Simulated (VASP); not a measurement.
Pd:

```
CELL_PARAMETERS angstrom
2.75046 0.00000 0.00000
-1.37523 2.38197 0.00000
0.00000 0.00000 4.49241
ATOMIC_POSITIONS crystal
Pd 0.33333 0.66667 0.75000
Pd 0.66667 0.33333 0.25000
```

```yaml
Program: VASP 6.6.1
Task: relaxation of cell and atoms
Functional: PBE
Potentials_or_basis: VASP PAW PBE potentials, release 64 (Pd)
Cutoff: 600 eV
k_mesh: 8 × 8 × 4
Occupations: gaussian, width 0.05 eV
Spin: no spin polarisation
```

At the start: pressure 8.1 GPa; volume 14.72 Å³/atom.

Problem. How do energy, volume and symmetry change on relaxing?

Solution. Over 6 steps the energy falls by 18.4 meV/atom and the volume is 15.36 Å³/atom (+4.4 %); space group P6_3/mmc (No. 194, to 0.05 Å).

Step by step:
```csv
step,energy change (eV),largest force (eV/Å),pressure (GPa),volume (Å³)
1,0.0000,0.0000,8.11,29.43
2,0.0215,0.0000,-8.62,32.72
3,-0.0337,0.0000,-0.34,30.79
4,-0.0337,0.0000,-0.19,30.77
5,-0.0362,0.0000,-0.06,30.74
6,-0.0367,0.0000,0.08,30.72
```

Final structure:
```
Pd
1.0
     2.76888    0.00000    0.00000
    -1.38444    2.39792    0.00000
     0.00000    0.00000    4.62641
Pd
2
Direct
  0.33333 0.66667 0.75000
  0.66667 0.33333 0.25000
```
